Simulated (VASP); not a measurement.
Write the native input for VASP 6.6.1 that does the following.

```
Task                   : single point
Functional             : PBEsol
Potentials or basis    : VASP PAW PBE potentials, release 64 (Zn, S)
Cutoff                 : 520 eV
k mesh                 : 6 × 6 × 6
Occupations            : methfessel-paxton, width 0.1 eV
Spin                   : no spin polarisation
Hubbard terms          : Zn d U = 4.0 eV
Dipole correction      : no
Further INCAR settings : ALGO = Normal; EDIFF = 1e-06; NBANDS = 36
```

The structure of ZnS lies in POSCAR:

```
ZnS
1.0
    9.6066560000      0.0000000000      0.0000000000
    8.8526620266      3.7307123375      0.0000000000
    8.8526620266      1.7891633588      3.2736995923
Zn S
3 3
Direct
    0.9999700000      0.9999700000      0.9999700000
    0.2222700000      0.2222700000      0.2222700000
    0.4446100000      0.4446100000      0.4446100000
    0.0832700000      0.0832700000      0.0832700000
    0.5278400000      0.5278400000      0.5278400000
    0.3053600000      0.3053600000      0.3053600000
```

One way to write it, as run:

INCAR

```
SYSTEM = ZnS
  PREC = Accurate
  ENCUT = 520
  EDIFF = 1E-6
  ISMEAR = 1
  SIGMA = 0.1
  LREAL = .False.
  LASPH = .True.
  NELM = 150
  ALGO = Normal
  ISIF = 2
  LWAVE = .False.
  LCHARG = .True.
  LDAU = .True.
  LDAUTYPE = 2
  LDAUL = 2 -1
  LDAUU = 4 0
  LDAUJ = 0 0
  LDAUPRINT = 1
  GGA = PS
  LELF = .True.
  LVHAR = .True.
  NBANDS = 36
```

KPOINTS

```
Automatic mesh
0
Gamma
  6 6 6
  0 0 0
```

Potentials or basis: VASP PAW PBE potentials, release 64 (Zn, S).

The run is started by

```console
$ cat potpaw_PBE.64/Zn/POTCAR potpaw_PBE.64/S/POTCAR > POTCAR
$ mpirun -np 1 vasp_std > vasp.out
```

Results of the run:

```yaml
Pressure: -2.5 GPa
Largest_force: 0.016 eV/Å
Band_gap_on_the_k_mesh: 2.32 eV
```

Caveat: the PAW data sets were made with another functional, which shifts forces and pressure a little.

Run time: 6.4 min on 1 thread of Intel(R) Xeon(R) 6975P-C (Granite Rapids), on a shared host, peak memory 0.73 GiB.
